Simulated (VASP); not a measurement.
Here is a VASP 6.6.1 calculation.

INCAR

```
SYSTEM = TaTl
PREC = Accurate
ENCUT = 520
EDIFF = 1E-7
ISMEAR = 0
SIGMA = 0.1
LREAL = .FALSE.
LASPH = .TRUE.
NELM = 60
ALGO = Fast
ISIF = 2
LWAVE = .FALSE.
LCHARG = .TRUE.
GGA = PE
LELF = .TRUE.
LVHAR = .TRUE.
NBANDS = 19
```

File KPOINTS:

```
regular mesh
0
G
  16 16 16
  0 0 0
```

Contents of POSCAR:

```
TaTl
1.0
    0.0000000000      2.8427714259      2.8427714259
    2.8427714259      0.0000000000      2.8427714259
    2.8427714259      2.8427714259      0.0000000000
Ta Tl
1 1
Direct
    0.0000000000      0.0000000000      0.0000000000
    0.5000000000      0.5000000000      0.5000000000
```

Potentials or basis: VASP PAW PBE potentials, release 64 (Ta_pv, Tl_d).

Run with:

```console
$ cat potpaw_PBE.64/Ta_pv/POTCAR potpaw_PBE.64/Tl_d/POTCAR > POTCAR
$ mpirun -np 1 vasp_std > vasp.out
```

**Question.** Predict the band gap on the k mesh.

**Answer.** Zero (band 12 reaches 7.82 eV, above the bottom of band 13 at 6.45 eV).

**Question.** Predict the pressure.

**Answer.** -0.1 GPa.

Caveat: spin-orbit coupling is left out, which moves the levels of the heavy elements.
